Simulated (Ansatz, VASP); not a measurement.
# Two plane-wave programs on HgTe

The input INCAR:

```
ALGO = Normal ; EDIFF = 1E-8
ENCUT = 520 ; GGA = PE
ISIF = 2 ; ISMEAR = -1
LASPH = True ; LCHARG = False
LEFG = True ; LREAL = False
LWAVE = False ; NBANDS = 16
NELM = 80 ; PREC = Accurate
SIGMA = 0.08
```

KPOINTS

```
k-points
0
Gamma
  12 12 12
```

Contents of POSCAR:

```
HgTe
1.0
    0.0000000000      2.9070011512      2.9507150000
    2.9070011512      0.0000000000      2.9507150000
    2.9070011512      2.9070011512      0.0000000000
Hg Te
1 1
Direct
    0.0000000000      0.0000000000      0.0000000000
    0.5000000000      0.5000000000      0.5000000000
```

Input for Ansatz:

```yaml
crystal:
  lattice:
    - [0.0, 2.9070011512, 2.950715]
    - [2.9070011512, 0.0, 2.950715]
    - [2.9070011512, 2.9070011512, 0.0]
  atoms:
    - { symbol: Hg, position: [0.0, 0.0, 0.0] }
    - { symbol: Te, position: [0.5, 0.5, 0.5] }
kpoints:
  mp_grid: { grid: [12, 12, 12] }
scf:
  occupations: { method: fermi_dirac, width: 0.08 }
hamiltonian:
  xc: pbe
  pseudopotentials: { kind: paw }
output:
  forces: true
  stress: true
  eigenvalues: true
  efg: { contact_densities: true }
```

Change from the starting cell: z stretched by +1 % at fixed volume, PAW files.

Alike in both runs: task electric field gradients; functional PBE; k mesh 12 × 12 × 12; occupations fermi-dirac, width 0.08 eV; no spin polarisation.

```csv
,VASP,Ansatz
version,VASP 6.6.1,Ansatz 0.2.0
potentials or method,"VASP PAW PBE potentials, release 64 (Hg, Te)","PAW with Ansatz's default frozen-core files, scalar-relativistic"
plane-wave cutoff (eV),520,420
valence electrons in the cell,18,36
```

```tsv
	VASP	Ansatz	Ansatz less VASP
pressure (GPa)	10.7	10.5	-0.24
traceless stress, the component that is largest in VASP (GPa)	-1.07	-1.05	+0.021
size of Vzz on the site where it differs most (V/Å²)	26.0	16.6	-9.39
```

The functional is the same, so the differences come from potentials, cutoffs and numerics. VASP's potentials hold 18 valence electrons a cell and Ansatz's 36, so a difference there can come from the potentials and not from the codes.

Spin-orbit coupling is off throughout.
